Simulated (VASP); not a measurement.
MgAl15HN16 (a cell with a defect): single point with PBE

MgAl15HN16 (a cell with a defect):

```
CELL_PARAMETERS angstrom
6.25951 0.00000 0.00000
-3.12976 5.42090 0.00000
0.00000 0.00000 10.03481
ATOMIC_POSITIONS crystal
Al 0.32978 0.17091 0.23725
Al 0.33270 0.16783 0.75399
Al 0.16432 0.33624 0.99816
Al 0.33223 0.67083 0.25021
Al 0.15329 0.81595 0.50620
Al 0.33246 0.66443 0.75214
Al 0.16410 0.83356 0.99998
Al 0.82980 0.16842 0.25016
Al 0.68460 0.34725 0.50616
Al 0.83596 0.16799 0.75216
Al 0.66700 0.33652 0.99999
Al 0.83135 0.66929 0.24980
Al 0.66261 0.83775 0.50111
Al 0.83120 0.66945 0.75285
Al 0.66480 0.83576 0.00115
Mg 0.17036 0.32992 0.49852
N 0.34994 0.15061 0.43117
N 0.16431 0.33638 0.18963
N 0.33169 0.16887 0.94362
N 0.16903 0.33126 0.70049
N 0.33816 0.68504 0.43688
N 0.16399 0.83345 0.18863
N 0.33158 0.67140 0.94175
N 0.16610 0.83221 0.69293
N 0.81524 0.16212 0.43682
N 0.66710 0.33656 0.18862
N 0.82911 0.16899 0.94178
N 0.66843 0.33455 0.69292
N 0.82948 0.67100 0.44050
N 0.66650 0.83414 0.18971
N 0.83019 0.67035 0.94094
N 0.66674 0.83360 0.69154
H 0.44376 0.05656 0.40439
```

```json
{
 "Program": "VASP 6.6.1",
 "Task": "single point",
 "Functional": "PBE",
 "Potentials or basis": "VASP PAW PBE potentials, release 64 (Al, Mg, N, H)",
 "Cutoff": "520 eV",
 "k mesh": "1 × 1 × 1, shifted",
 "Occupations": "gaussian, width 0.01 eV",
 "Spin": "no spin polarisation",
 "Dipole correction": "no",
 "Further INCAR settings": "LREAL = Auto; ALGO = Normal; EDIFF = 1e-06; NBANDS = 86"
}
```

| Quantity | Value |
| --- | --- |
| Pressure | 3.1 GPa |
| Largest force | 0.243 eV/Å |
| Band gap on the k mesh | 5.39 eV |

Forces in eV/Å, atoms in the order of the input:
```
Al   0.107 -0.070  0.006
Al   0.132 -0.070  0.012
Al  -0.131  0.074  0.000
Al   0.129 -0.070 -0.002
Al  -0.078  0.126 -0.002
Al   0.108 -0.071 -0.002
Al  -0.114  0.074  0.000
Al   0.126 -0.080  0.001
Al  -0.149  0.000  0.001
Al   0.111 -0.061 -0.003
Al  -0.121  0.058 -0.004
Al   0.096 -0.059  0.004
Al  -0.066  0.038  0.019
Al   0.123 -0.077  0.013
Al  -0.125  0.071  0.011
Mg  -0.090  0.052 -0.001
N    0.070 -0.043  0.073
N   -0.212  0.119 -0.013
N    0.189 -0.109  0.026
N   -0.185  0.114 -0.020
N    0.133 -0.111 -0.032
N   -0.162  0.106  0.008
N    0.186 -0.106 -0.005
N   -0.158  0.101  0.016
N    0.167 -0.051 -0.028
N   -0.168  0.098  0.009
N    0.188 -0.109 -0.007
N   -0.172  0.080  0.017
N    0.099 -0.053  0.010
N   -0.166  0.093 -0.021
N    0.178 -0.098 -0.007
N   -0.182  0.113 -0.055
H    0.138 -0.077 -0.021
```

Stress tensor (GPa, compression positive):
```
 1.47  0.00  0.43
 0.00  1.47 -0.26
 0.43 -0.26  6.34
```

Levels at points of the mesh, in eV from the valence-band top:
```
           k point  band 60  band 61  band 62  band 63  band 64  band 65  band 66  band 67  band 68  band 69
(0.25, 0.25, 0.25)    -0.68    -0.62    -0.57    -0.34    -0.04     5.40     5.95     6.08     6.19     6.31
```

It took 3.5 min on 1 thread of Intel(R) Xeon(R) 6975P-C (Granite Rapids), with other jobs on the host, peak memory 0.5 GiB.

Caveat: the k points lie up to 0.58 Å⁻¹ apart.
